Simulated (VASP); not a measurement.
# Zn2SnO3 (P-3) in VASP: single point with PBE

Aim: the single point of Zn2SnO3 with PBE.

Everything below comes from runs of VASP 6.6.1. Logs are shortened: lines on timing, memory, paths and dates and some standing lists are left out, and cuts for length are marked.

## (1) The cell of the first run

It takes space group P-3 (No. 147, trigonal). The conventional cell has a = 5.534 Å, b = 5.534 Å, c = 6.286 Å, α = 90.00°, β = 90.00°, γ = 120.00°. Within 2.8 Å of Zn (site symmetry -3) lie 6 O at 2.13 Å. Zn (site symmetry 3) has 3 O at 1.98 Å within 2.6 Å. Within 3.2 Å of Zn (site symmetry -3) lie 6 O at 2.40 Å and 2 Zn at 3.14 Å. Sn (site symmetry 3) has 3 O at 2.09 Å and 1 Zn at 2.69 Å within 2.8 Å. Within 2.6 Å of O (site symmetry 1) lie 3 Zn at 1.98 to 2.40 Å and 1 Sn at 2.09 Å.

## (2) Single point, PBE

File INCAR:

```
SYSTEM = Zn2SnO3
PREC     = Accurate       ! precision mode
ENCUT    = 520            ! plane-wave cutoff, eV
EDIFF    = 1E-6           ! SCF threshold, eV
ISMEAR   = 0              ! smearing method
SIGMA    = 0.02           ! smearing width, eV
LREAL    = .False.        ! projectors in reciprocal space
LASPH    = .True.         ! aspherical terms in the spheres
NELM     = 60             ! most SCF steps
ALGO     = Normal         ! electronic algorithm
ISIF     = 2              ! what is computed and relaxed
LWAVE    = .False.        ! write WAVECAR
LCHARG   = .True.         ! write CHGCAR
GGA      = PE             ! functional
LELF     = .True.         ! ELF
LVHAR    = .True.       
NBANDS   = 68             ! bands
```

File KPOINTS:

```
regular mesh
0
Gamma
  6 6 6
  0 0 0
```

File POSCAR:

```
Zn2SnO3
1.0
    5.5337190256      0.0000000000      0.0000000000
   -2.7668595128      4.7923412535      0.0000000000
    0.0000000000      0.0000000000      6.2864526427
Zn Sn O
4 2 6
Direct
    0.0000000000      0.0000000000      0.5000000000
    0.6666666667      0.3333333333      0.2676994173
    0.3333333333      0.6666666667      0.7323005827
    0.0000000000      0.0000000000      0.0000000000
    0.3333333333      0.6666666667      0.1595872756
    0.6666666667      0.3333333333      0.8404127244
    0.0032875829      0.2953746236      0.2805618895
    0.7046253764      0.7079129593      0.2805618895
    0.2920870407      0.9967124171      0.2805618895
    0.7079129593      0.0032875829      0.7194381105
    0.9967124171      0.7046253764      0.7194381105
    0.2953746236      0.2920870407      0.7194381105
```

Potentials or basis: VASP PAW PBE potentials, release 64 (Zn, Sn_d, O).

The run is started by

```bash
> cat potpaw_PBE.64/Zn/POTCAR potpaw_PBE.64/Sn_d/POTCAR potpaw_PBE.64/O/POTCAR > POTCAR
> mpirun -np 1 vasp_std > vasp.out
```

OUTCAR:

```text
SYSTEM = Zn2SnO3
   PREC = Accurate
   ENCUT = 520
   EDIFF = 1E-6
   ISMEAR = 0
   LREAL = .False.
   LASPH = .True.
   NELM = 60
   ISIF = 2
   GGA = PE

 ion  position               nearest neighbor table
   1  0.000  0.000  0.500-   7 2.13  11 2.13   8 2.13  12 2.13   9 2.13  10 2.13
   2  0.667  0.333  0.268-   7 1.98   9 1.98   8 1.98   6 2.69   5 3.27   5 3.27   5 3.27
   3  0.333  0.667  0.732-  11 1.98  10 1.98  12 1.98   5 2.69   6 3.27   6 3.27   6 3.27
   4  0.000  0.000  0.000-   7 2.40  11 2.40   8 2.40  12 2.40   9 2.40  10 2.40   5 3.35   6 3.35
                             5 3.35   6 3.35   6 3.35   5 3.35
   5  0.333  0.667  0.160-   9 2.09   7 2.09   8 2.09   3 2.69   2 3.27   2 3.27   2 3.27   4 3.35
                             4 3.35   4 3.35
   6  0.667  0.333  0.840-  10 2.09  11 2.09  12 2.09   2 2.69   3 3.27   3 3.27   3 3.27   4 3.35
                             4 3.35   4 3.35
   7  0.003  0.295  0.281-   2 1.98   5 2.09   1 2.13   4 2.40
   8  0.705  0.708  0.281-   2 1.98   5 2.09   1 2.13   4 2.40
   9  0.292  0.997  0.281-   2 1.98   5 2.09   1 2.13   4 2.40
  10  0.708  0.003  0.719-   3 1.98   6 2.09   1 2.13   4 2.40
  11  0.997  0.705  0.719-   3 1.98   6 2.09   1 2.13   4 2.40
  12  0.295  0.292  0.719-   3 1.98   6 2.09   1 2.13   4 2.40

  LATTYP: Found a hexagonal cell.
 ALAT       =     5.5337190256
 C/A-ratio  =     1.1360267143

  Lattice vectors:

 A1 = (   5.5337190256,   0.0000000000,   0.0000000000)
 A2 = (  -2.7668595128,   4.7923412535,   0.0000000000)
 A3 = (   0.0000000000,   0.0000000000,   6.2864526427)

Analysis of symmetry for initial positions (statically):
=====================================================================
 Subroutine PRICEL returns:
 Original cell was already a primitive cell.

 Routine SETGRP: Setting up the symmetry group for a
 hexagonal supercell.

 Subroutine GETGRP returns: Found  6 space group operations
 (whereof  6 operations were pure point group operations)
 out of a pool of 24 trial point group operations.

The static configuration has the point symmetry S_6 .

Analysis of symmetry for dynamics (positions and initial velocities):
=====================================================================
 Subroutine PRICEL returns:
 Original cell was already a primitive cell.

 Routine SETGRP: Setting up the symmetry group for a
 hexagonal supercell.

 Subroutine GETGRP returns: Found  6 space group operations
 (whereof  6 operations were pure point group operations)
[... 135 lines left out ...]
   EMIN   =  10.00;   EMAX   =-10.00  energy-range for DOS
   EFERMI =   0.00;   METHOD = LEGACY
   ISMEAR =     0;   SIGMA  =   0.02  broadening in eV -4-tet -1-fermi 0-gaus
   EFERMI_NEDOS =   21; number of points for ismear=-14 and -15
   IALGO  =     38    algorithm
   IMIX   =      4    mixing-type and parameters
     AMIX     =   0.40;   BMIX     =  1.00
     AMIX_MAG =   1.60;   BMIX_MAG =  1.00
  volume/ion in A,a.u.               =      13.89        93.75
  Fermi-wavevector in a.u.,A,eV,Ry     =   1.433807  2.709502 27.970889  2.055802
  Thomas-Fermi vector in A             =   2.553285
   LORBIT       =      0    0 simple, 1 ext, 2 COOP (PROOUT), +10 PAW based schemes
   GGA     = PE    functional components
   LHFCALC =     F    Hartree Fock is set to
   AEXX    =    0.0000 exact exchange contribution
   IVDW    =     0    specifies the selected vdW correction
   LEPSILON=     F    determine dielectric tensor
   LRPA    =     F    only Hartree local field effects (RPA)
 non-spin polarized calculation
 Gauss-broadening in eV      SIGMA  =   0.02
  energy-cutoff  :      520.00
  volume of cell :      166.71
 maximum number of plane-waves:      4529
 NGX is ok and might be reduce to    42
   NGX = 21   NGY = 21   NGZ = 23

 number of electron     111.9999972 magnetization

 Free energy of the ion-electron system (eV)
  ---------------------------------------------------
  ext. energy  EPLUGINS =         0.00000000
  ---------------------------------------------------
  free energy    TOTEN  =       -54.96331880 eV

  energy without entropy =      -54.96331880  energy(sigma->0) =      -54.96331880

 E-fermi :   4.0622     XC(G=0): -10.6791

 val. band max:        3.9207685600   @ k =  -0.3333   0.5000  -0.3333
 cond. band min:       4.7072902914   @ k =   0.0000   0.0000   0.5000
 fundamental gap:      0.7865217314
 Fermi energy:         4.0622301563

 k-point     1 :       0.0000    0.0000    0.0000
  band No.  band energies     occupation
      1     -17.2135      2.00000
      2     -17.2135      2.00000
      3     -17.2117      2.00000
      4     -17.2117      2.00000
      5     -17.0476      2.00000
      6     -17.0186      2.00000
[... 1693 lines left out ...]
     67      11.5392      0.00000
     68      11.7686      0.00000

 [... further k-points ...]

------------------------ aborting loop because EDIFF is reached ----------------------------------------

  FORCE on cell =-STRESS in cart. coord.  units (eV):
  Direction    XX          YY          ZZ          XY          YZ          ZX
  --------------------------------------------------------------------------------------
  -------------------------------------------------------------------------------------
  Total        0.6663587      0.6663587      0.2119562      0.0000007      0.0000000     -0.0000000
  in kB        6.4039533      6.4039533      2.0369773      0.0000069      0.0000000     -0.0000000
  external PRESSURE =       4.9482946 kB  Pullay stress =       0.0000000 kB

 VOLUME and BASIS-vectors are now :
 -----------------------------------------------------------------------------
  energy-cutoff  :      520.00
  volume of cell :      166.71
      direct lattice vectors                 reciprocal lattice vectors
     5.533719026  0.000000000  0.000000000     0.180710295  0.104333138  0.000000000
    -2.766859513  4.792341254  0.000000000     0.000000000  0.208666275  0.000000000
     0.000000000  0.000000000  6.286452643     0.000000000  0.000000000  0.159072224

 POSITION                                       TOTAL-FORCE (eV/Angst)
 -----------------------------------------------------------------------------------
      0.00000      0.00000      3.14323        -0.000000      0.000000     -0.000000
      2.76686      1.59745      1.68288        -0.000000      0.000000     -0.007593
     -0.00000      3.19489      4.60357        -0.000000      0.000000      0.007593
      0.00000      0.00000      0.00000        -0.000000      0.000000     -0.000000
     -0.00000      3.19489      1.00324        -0.000000      0.000000     -0.065717
      2.76686      1.59745      5.28321        -0.000000      0.000000      0.065717
     -0.79907      1.41554      1.76374         0.036242     -0.022812      0.016712
      1.94050      3.39256      1.76374         0.001634      0.042793      0.016712
     -1.14144      4.77659      1.76374        -0.037877     -0.019981      0.016712
      3.90830      0.01576      4.52271         0.037877      0.019981     -0.016712
      3.56593      3.37681      4.52271        -0.036242      0.022812     -0.016712
      0.82636      1.39978      4.52271        -0.001634     -0.042793     -0.016712
 -----------------------------------------------------------------------------------
    total drift:                                0.000000      0.000000     -0.000000

  FREE ENERGIE OF THE ION-ELECTRON SYSTEM (eV)
  ---------------------------------------------------
  free  energy   TOTEN  =       -54.9633187952 eV

  energy  without entropy=      -54.9633187952  energy(sigma->0) =      -54.96331880
```

OSZICAR:

```text
N       E                     dE             d eps       ncg     rms          rms(c)
DAV:   1     0.147106672897E+04    0.14711E+04   -0.51537E+04  6196   0.247E+03
DAV:   2     0.261372727965E+03   -0.12097E+04   -0.11525E+04  6000   0.683E+02
DAV:   3    -0.346427092572E+02   -0.29602E+03   -0.28044E+03  6376   0.261E+02
DAV:   4    -0.651124685342E+02   -0.30470E+02   -0.29817E+02  6864   0.883E+01
DAV:   5    -0.660628975593E+02   -0.95043E+00   -0.94576E+00  6808   0.166E+01    0.219E+01
DAV:   6    -0.540746622307E+02    0.11988E+02   -0.33880E+01 11612   0.106E+02    0.111E+01
DAV:   7    -0.552074541765E+02   -0.11328E+01   -0.15450E+01  6332   0.211E+01    0.796E+00
DAV:   8    -0.550994663585E+02    0.10799E+00   -0.32050E+00  9196   0.180E+01    0.345E+00
DAV:   9    -0.549601932811E+02    0.13927E+00   -0.50448E-01  8648   0.992E+00    0.960E-01
DAV:  10    -0.549625164918E+02   -0.23232E-02   -0.15838E-01  7152   0.227E+00    0.338E-01
DAV:  11    -0.549631324551E+02   -0.61596E-03   -0.96675E-03  7168   0.699E-01    0.196E-01
DAV:  12    -0.549633180819E+02   -0.18563E-03   -0.11021E-03  7404   0.897E-01    0.734E-02
DAV:  13    -0.549633076099E+02    0.10472E-04   -0.69220E-04  8880   0.265E-01    0.226E-02
DAV:  14    -0.549633126378E+02   -0.50278E-05   -0.15326E-04  8276   0.283E-01    0.139E-02
DAV:  15    -0.549633168902E+02   -0.42524E-05   -0.56487E-05  6392   0.821E-02    0.719E-03
DAV:  16    -0.549633189055E+02   -0.20153E-05   -0.78686E-06  5688   0.242E-02    0.363E-03
DAV:  17    -0.549633187952E+02    0.11029E-06   -0.17779E-06  4244   0.257E-02
   1 F= -.54963319E+02 E0= -.54963319E+02  d E =-.622378E-25
```

It took 5.2 min on 1 thread of Intel Xeon 6975P-C (Granite Rapids), shared host; peak memory 0.53 GiB.

Results:

```yaml
Free_energy: -54.9633 eV
Pressure: 0.5 GPa
Largest_force: 0.066 eV/Å
Band_gap_on_the_k_mesh: 0.79 eV, indirect (least direct gap 1.02 eV)
```

Forces in eV/Å, atoms in the order of the input:
```
Zn   0.000  0.000  0.000
Zn   0.000  0.000 -0.008
Zn   0.000  0.000  0.008
Zn   0.000  0.000  0.000
Sn   0.000  0.000 -0.066
Sn   0.000  0.000  0.066
O    0.036 -0.023  0.017
O    0.002  0.043  0.017
O   -0.038 -0.020  0.017
O    0.038  0.020 -0.017
O   -0.036  0.023 -0.017
O   -0.002 -0.043 -0.017
```

Caveat: spin-orbit coupling is left out, which moves the levels of the heavy elements. A k mesh can miss the band edges.
